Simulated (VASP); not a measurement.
Runs of VASP 6.6.1 on RbP3. The structure is that of space group Pm-3m (No. 221), or close to it. The cells are those of the table. 

| task | cell | k mesh | cutoff (eV) | gap on the mesh (eV) | pressure (GPa) | relaxed volume (Å³/atom) |
| --- | --- | --- | --- | --- | --- | --- |
| single point | a = 4.475 Å, 4 atoms | 4 × 4 × 4 | 520 | none | -3.0 | - |
| relaxation of cell and atoms | relaxed from a = 4.362 Å, 4 atoms | 10 × 10 × 10 | 600 | none | 0.0 | 20.81 |
| single point | a = 4.362 Å, 4 atoms | 10 × 10 × 10 | 520 | none | (a) | - |
| relaxation of cell and atoms | relaxed from a = 4.475 Å, 4 atoms | 10 × 10 × 10 | 600 | none | 0.0 | 20.82 |

Alike in all rows: level PBE; potentials or basis VASP PAW PBE potentials, release 64 (Rb_sv, P); no spin polarisation; smearing gaussian 0.1 eV.

Q: Estimate the missing entries.

A: (a) 0.1.

A k mesh can miss the band edges, and the runs leave out spin-orbit coupling on Rb.

A gap of «none» marks levels without a gap at the run's occupations.
